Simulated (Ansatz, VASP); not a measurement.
## Two plane-wave programs on InSb

```
CELL_PARAMETERS angstrom
0.00000 3.22492 3.22492
3.22492 0.00000 3.22492
3.22492 3.22492 0.00000
ATOMIC_POSITIONS crystal
In 0.00000 0.00000 0.00000
Sb 0.75000 0.75000 0.75000
```

Alike in both runs: task relaxation of cell and atoms; functional LDA; k mesh 16 × 16 × 16; occupations gaussian, width 0.1 eV; no spin polarisation.

|  | VASP | Ansatz |
| --- | --- | --- |
| version | VASP 6.6.1 | Ansatz 0.2.0 |
| potentials or method | VASP PAW LDA potentials, release 64 (In_d, Sb), cutoff 600 eV | scalar-relativistic, plane waves, PAW |
| valence electrons in the cell | 18 | 28 |

VASP gave:

| Item | Value |
| --- | --- |
| gap on the k mesh at the Fermi level, each at its own relaxed structure (eV) | none |
| relaxed volume (Å³/atom) | 33.61 |
| relaxed cell length with the largest relative difference (Å) | 4.564 |

Q: Which values does Ansatz return?

A: gap on the k mesh at the Fermi level, each at its own relaxed structure (eV): none; relaxed volume (Å³/atom): 33.54; relaxed cell length with the largest relative difference (Å): 4.561.

Ansatz warns that its potentials were made for another functional, while VASP's fit it. LDA's correlation is that of Perdew and Zunger in VASP and of Perdew and Wang (1992) in Ansatz. A gap of «none» marks a metal or a gap that the smearing closes. VASP's potentials hold 18 valence electrons a cell and Ansatz's 28, so a difference there can come from the potentials and not from the codes.

Neither program's run includes spin-orbit coupling.
